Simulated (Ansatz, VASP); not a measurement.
**One calculation of SrI3, two programs**

The input INCAR:

```
ALGO     = Normal         # electronic algorithm
EDIFF    = 1E-6           # SCF threshold, eV
EDIFFG   = -0.01          # ionic threshold
ENCUT    = 600            # plane-wave cutoff, eV
GGA      = PE             # functional
IBRION   = 2              # ionic algorithm
ISIF     = 3              # what is computed and relaxed
ISMEAR   = 0              # smearing method
LASPH    = T              # aspherical terms in the spheres
LCHARG   = F              # write CHGCAR
LREAL    = F              # projectors in reciprocal space
LWAVE    = F              # write WAVECAR
NELM     = 100            # most SCF steps
NSW      = 100            # ionic steps
PREC     = Accurate       # precision mode
SIGMA    = 0.1            # smearing width, eV
```

File KPOINTS:

```
k-points
0
Gamma
  8 8 8
```

Contents of POSCAR:

```
SrI3
1.0
    5.4432138000      0.0000000000      0.0000000000
    0.0000000000      5.4432138000      0.0000000000
    0.0000000000      0.0000000000      5.4432138000
Sr I
1 3
Direct
    0.0000000000      0.0000000000      0.0000000000
    0.5000000000      0.5000000000      0.0000000000
    0.0000000000      0.5000000000      0.5000000000
    0.5000000000      0.0000000000      0.5000000000
```

Input for Ansatz:

```yaml
crystal:
  lattice:
    - [5.4432138, 0.0, 0.0]
    - [0.0, 5.4432138, 0.0]
    - [0.0, 0.0, 5.4432138]
  atoms:
    - { symbol: Sr, position: [0.0, 0.0, 0.0] }
    - { symbol: I, position: [0.5, 0.5, 0.0] }
    - { symbol: I, position: [0.0, 0.5, 0.5] }
    - { symbol: I, position: [0.5, 0.0, 0.5] }
basis:
  ecutwfc: 420
kpoints:
  mp_grid: { grid: [8, 8, 8] }
hamiltonian:
  xc: pbe
scf:
  occupations: { method: gaussian, width: 0.1 }
output:
  forces: true
  stress: true
  eigenvalues: true
  write_density: true
  write_potential: true
  elf: true
  volumetric_format: npy
relax:
  adjacent_minimum: "off"
  f_tol: 0.01
  max_steps: 80
  cell: { stress_tol: 0.05 }
```

Change from the starting cell: species swapped into the SmPb3 type (Pm-3m, No. 221).

Alike in both runs: task relaxation of cell and atoms; functional PBE; k mesh 8 × 8 × 8; occupations gaussian, width 0.1 eV; no spin polarisation.

```csv
,VASP,Ansatz
version,VASP 6.6.1,Ansatz 0.2.0
potentials or method,"VASP PAW PBE potentials, release 64 (Sr_sv, I), cutoff 600 eV","scalar-relativistic, plane waves, PAW"
valence electrons in the cell,31,61
```

```tsv
	VASP	Ansatz	Ansatz less VASP
gap on the k mesh at the Fermi level, each at its own relaxed structure (eV)	none	none	-
relaxed volume (Å³/atom)	38.50	38.38	-0.129
relaxed length of the cell vector where the two differ most in proportion (Å)	5.360	5.354	-0.0060
```

A gap of «none» marks a metal or a gap that the smearing closes. VASP's potentials hold 31 valence electrons a cell and Ansatz's 61, so a difference there can come from the potentials and not from the codes.

Spin-orbit coupling is off throughout.
